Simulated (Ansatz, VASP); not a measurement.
One calculation of SnTe, two programs

File INCAR:

```
SYSTEM = SnTe
  PREC = Accurate
  ENCUT = 520
  EDIFF = 1E-6
  ISMEAR = 0
  SIGMA = 0.1
  LREAL = .FALSE.
  LASPH = .TRUE.
  NELM = 80
  ALGO = Normal
  ISIF = 2
  LWAVE = .FALSE.
  LCHARG = .FALSE.
  GGA = CA
  NBANDS = 17
```

Contents of KPOINTS:

```
regular mesh
0
G
  4 4 4
  0 0 0
```

File POSCAR:

```
SnTe
1.0
    0.0000000000      3.6111460000      3.6111460000
    3.6111460000      0.0000000000      3.6111460000
    3.6111460000      3.6111460000      0.0000000000
Sn Te
1 1
Direct
    0.0000000000      0.0000000000      0.0000000000
    0.7500000000      0.7500000000      0.7500000000
```

Input for Ansatz:

```yaml
crystal:
  lattice:
    - [0.0, 3.611146, 3.611146]
    - [3.611146, 0.0, 3.611146]
    - [3.611146, 3.611146, 0.0]
  atoms:
    - { symbol: Sn, position: [0.0, 0.0, 0.0] }
    - { symbol: Te, position: [0.75, 0.75, 0.75] }
basis:
  ecutwfc: 420
kpoints:
  mp_grid: { grid: [4, 4, 4] }
hamiltonian:
  xc: lda
scf:
  occupations: { method: gaussian, width: 0.1 }
output:
  forces: true
  stress: true
  eigenvalues: true
```

Alike in both runs: task single point; functional LDA; k mesh 4 × 4 × 4; occupations gaussian, width 0.1 eV; no spin polarisation.

|  | VASP | Ansatz |
| --- | --- | --- |
| version | VASP 6.6.1 | Ansatz 0.2.0 |
| potentials or method | VASP PAW LDA potentials, release 64 (Sn_d, Te), cutoff 520 eV | scalar-relativistic, plane waves, PAW |
| valence electrons in the cell | 20 | 30 |

|  | VASP | Ansatz | Ansatz less VASP |
| --- | --- | --- | --- |
| gap on the k mesh at the Fermi level (eV) | none | none | - |
| pressure (GPa) | -2.5 | -2.5 | -0.01 |

LDA's correlation is that of Perdew and Zunger in VASP and of Perdew and Wang (1992) in Ansatz. A gap of «none» marks a metal or a gap that the smearing closes. VASP's potentials hold 20 valence electrons a cell and Ansatz's 30, so a difference there can come from the potentials and not from the codes.

The k mesh is coarse, so the values compare programs but aren't converged. Neither program's run includes spin-orbit coupling.
